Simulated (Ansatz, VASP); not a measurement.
**ZnAu: VASP beside Ansatz**

Contents of INCAR:

```
  PREC = Accurate
  ENCUT = 520
  EDIFF = 1E-8
  ISMEAR = -1
  SIGMA = 0.05
  LREAL = False
  LASPH = True
  NELM = 100
  ALGO = Normal
  ISIF = 2
  LWAVE = False
  LCHARG = False
  GGA = PE
  LEFG = True
  NBANDS = 18
```

File KPOINTS:

```
Automatic mesh
0
Gamma
  12 12 12
```

The input POSCAR:

```
ZnAu
1.0
    3.1985993349      0.0000000000      0.0000000000
    0.0000000000      3.1985993349      0.0000000000
    0.0000000000      0.0000000000      3.1985993349
Zn Au
1 1
Direct
    0.5000000000      0.5000000000      0.5000000000
    0.0000000000      0.0000000000      0.0000000000
```

Input for Ansatz:

```yaml
crystal:
  lattice:
    - [3.1985993349, 0.0, 0.0]
    - [0.0, 3.1985993349, 0.0]
    - [0.0, 0.0, 3.1985993349]
  atoms:
    - { symbol: Zn, position: [0.5, 0.5, 0.5] }
    - { symbol: Au, position: [0.0, 0.0, 0.0] }
kpoints:
  mp_grid: { grid: [12, 12, 12] }
scf:
  occupations: { method: fermi_dirac, width: 0.05 }
hamiltonian:
  xc: pbe
  pseudopotentials: { kind: paw }
output:
  forces: true
  stress: true
  eigenvalues: true
  efg: { contact_densities: true }
```

Change from the starting cell: volume scaled by 1.05, PAW files.

Alike in both runs: task electric field gradients; functional PBE; k mesh 12 × 12 × 12; occupations fermi-dirac, width 0.05 eV; no spin polarisation.

```csv
,VASP,Ansatz
version,VASP 6.6.1,Ansatz 0.2.0
potentials or method,"VASP PAW PBE potentials, release 64 (Zn, Au)","PAW with Ansatz's default frozen-core files, scalar-relativistic"
plane-wave cutoff (eV),520,420
valence electrons in the cell,23,31
```

|  | VASP | Ansatz | Ansatz less VASP |
| --- | --- | --- | --- |
| pressure (GPa) | -1.2 | -1.3 | -0.11 |

With one functional, cell and mesh, what is left measures potentials, basis and numerics. VASP's potentials hold 23 valence electrons a cell and Ansatz's 31, so a difference there can come from the potentials and not from the codes.

Spin-orbit coupling is off throughout.
